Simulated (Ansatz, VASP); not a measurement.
# In: VASP beside Ansatz

The input INCAR:

```
ALGO     = Fast           # electronic algorithm
EDIFF    = 1E-7           # SCF threshold, eV
ENCUT    = 520            # plane-wave cutoff, eV
GGA      = PE             # functional
ISIF     = 2              # what is computed and relaxed
ISMEAR   = 0              # smearing method
LASPH    = True           # aspherical terms in the spheres
LCHARG   = True           # write CHGCAR
LELF     = True           # ELF
LREAL    = False          # projectors in reciprocal space
LVHAR    = True         
LWAVE    = False          # write WAVECAR
NBANDS   = 12             # bands
NELM     = 60             # most SCF steps
PREC     = Accurate       # precision mode
SIGMA    = 0.15           # smearing width, eV
```

File KPOINTS:

```
k-points
0
Gamma
  20 20 20
```

Contents of POSCAR:

```
In
1.0
   -1.5611040000      1.5611040000      2.2760340000
    1.5611040000     -1.5611040000      2.2760340000
    1.5611040000      1.5611040000     -2.2760340000
In
1
Direct
    0.0000000000      0.0000000000      0.0000000000
```

Input for Ansatz:

```yaml
crystal:
  lattice:
    - [-1.561104, 1.561104, 2.276034]
    - [1.561104, -1.561104, 2.276034]
    - [1.561104, 1.561104, -2.276034]
  atoms:
    - { symbol: In, position: [0.0, 0.0, 0.0] }
basis:
  ecutwfc: 420
kpoints:
  mp_grid: { grid: [20, 20, 20] }
hamiltonian:
  xc: pbe
scf:
  occupations: { method: gaussian, width: 0.15 }
output:
  forces: true
  stress: true
  eigenvalues: true
```

Change from the starting cell: strain -0.040 along x and y, -0.080 along z, atoms carried along.

Alike in both runs: task single point; functional PBE; k mesh 20 × 20 × 20; occupations gaussian, width 0.15 eV; no spin polarisation.

```csv
,VASP,Ansatz
version,VASP 6.6.1,Ansatz 0.2.0
potentials or method,"VASP PAW PBE potentials, release 64 (In_d), cutoff 520 eV","scalar-relativistic, plane waves, PAW"
valence electrons in the cell,13,13
```

```csv
,VASP,Ansatz,Ansatz less VASP
gap on the k mesh at the Fermi level (eV),none,none,-
pressure (GPa),13.2,13.2,-0.01
"traceless stress, the component that is largest in VASP (GPa)",-0.37,-0.37,+0.005
```

A gap of «none» marks a metal or a gap that the smearing closes.
